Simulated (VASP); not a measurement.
# Si: relaxation of cell and atoms with LDA

Crystal: Si.

```
Si
1.0
     2.62054    0.00000    0.00000
    -1.31027    2.26946    0.00000
     0.00000    0.00000    2.46635
Si
1
Direct
  0.00000 0.00000 0.00000
```

This isn't the form of Si at room conditions, which is diamond.

| Property | Result |
| --- | --- |
| Program | VASP 6.6.1 |
| Task | relaxation of cell and atoms |
| Functional | LDA |
| Potentials or basis | VASP PAW LDA potentials, release 64 (Si) |
| Cutoff | 600 eV |
| k mesh | 18 × 18 × 16 |
| Occupations | gaussian, width 0.1 eV |
| Spin | no spin polarisation |
| Dipole correction | no |
| Further INCAR settings | ALGO = Normal; EDIFF = 1e-06; IBRION = 2; EDIFFG = -0.005; NSW = 100; ISIF = 3 |

| Item | Value |
| --- | --- |
| Relaxed volume | 14.57 Å³/atom |
| Relaxed cell | a = 2.609 Å, b = 2.609 Å, c = 2.472 Å, α = 90.00°, β = 90.00°, γ = 120.00° |
| Space group after relaxing (to 0.1 Å) | P6/mmm (No. 191) |
| Energy gained by relaxing | 0.4 meV/atom |
| Ionic steps | 4 |
| Pressure after relaxing | 0.0 GPa |
| Band gap on the k mesh | zero (bands 2 and 3 overlap by 12.04 eV) |

Step by step:
```
step  energy change (eV)  largest force (eV/Å)  pressure (GPa)  volume (Å³)
   1              0.0000                0.0000           -0.69        14.67
   2             -0.0004                0.0000            0.29        14.53
   3             -0.0004                0.0000            0.17        14.55
   4             -0.0004                0.0000            0.01        14.57
```

Final structure:
```
CELL_PARAMETERS angstrom
2.60896 0.00000 0.00000
-1.30448 2.25943 0.00000
0.00000 0.00000 2.47159
ATOMIC_POSITIONS crystal
Si 0.00000 0.00000 0.00000
```

Levels at points of the mesh, in eV from the Fermi level:
| k point | band 1 | band 2 | band 3 | band 4 | band 5 |
| --- | --- | --- | --- | --- | --- |
| (0.00, 0.00, 0.00) | -14.19 | 7.43 | 7.74 | 10.38 | 10.38 |
| (0.50, 0.00, 0.00) | -7.63 | -6.85 | 5.17 | 6.56 | 12.61 |
| (0.00, 0.00, 0.50) | -9.37 | -7.27 | 13.87 | 13.87 | 14.97 |
| (0.50, 0.00, 0.50) | -3.04 | -2.11 | -1.99 | 1.43 | 8.74 |

It took 14 s on 1 thread of Intel(R) Xeon(R) 6975P-C (Granite Rapids), on a shared host, peak memory 0.14 GiB.
